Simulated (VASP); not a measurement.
Input of a VASP 6.6.1 run:

INCAR

```
PREC = Accurate
ENCUT = 500
EDIFF = 1E-7
ISMEAR = 0
SIGMA = 0.1
LREAL = False
LASPH = True
NELM = 120
ALGO = Normal
ISIF = 3
LWAVE = False
LCHARG = False
GGA = PE
IBRION = 2
NSW = 100
EDIFFG = -0.01
GGA_COMPAT = False
NELMIN = 4
```

The input KPOINTS:

```
Automatic mesh
0
Gamma
  8 8 8
```

POSCAR

```
Ge2W3
1.0
    4.6121056056      0.0000000000      0.0000000000
    0.0000000000      4.6121056056      0.0000000000
    0.0000000000      0.0000000000      4.6121056056
Ge W
2 3
Direct
    0.5000000000      0.5000000000      0.5000000000
    0.0000000000      0.0000000000      0.0000000000
    0.0000000000      0.5000000000      0.5000000000
    0.5000000000      0.0000000000      0.5000000000
    0.5000000000      0.5000000000      0.0000000000
```

Potentials or basis: VASP PAW PBE potentials, release 64 (Ge_d, W_sv).

Command:

```sh
$ cat potpaw_PBE.64/Ge_d/POTCAR potpaw_PBE.64/W_sv/POTCAR > POTCAR
$ mpirun -np 1 vasp_std > vasp.out
```

Problem. Predict the relaxed cell.

Solution. a = 4.615 Å, b = 4.615 Å, c = 4.615 Å, α = 90.00°, β = 90.00°, γ = 90.00°.

Problem. Estimate the space group after relaxing (to 0.1 Å).

Solution. Pm-3m (No. 221).

Problem. Predict the band gap on the k mesh.

Solution. Zero (bands 35 and 36 overlap by 1.34 eV).

Problem. Predict the relaxed volume.

Solution. 19.66 Å³/atom.

Step by step:
```
step  energy change (eV)  largest force (eV/Å)  pressure (GPa)  volume (Å³)
   1              0.0000                0.0000            0.25        98.11
   2              0.0002                0.0000           -0.37        98.54
   3             -0.0001                0.0000            0.01        98.28
```

Caveat: spin-orbit coupling is left out, which moves the levels of the heavy elements.
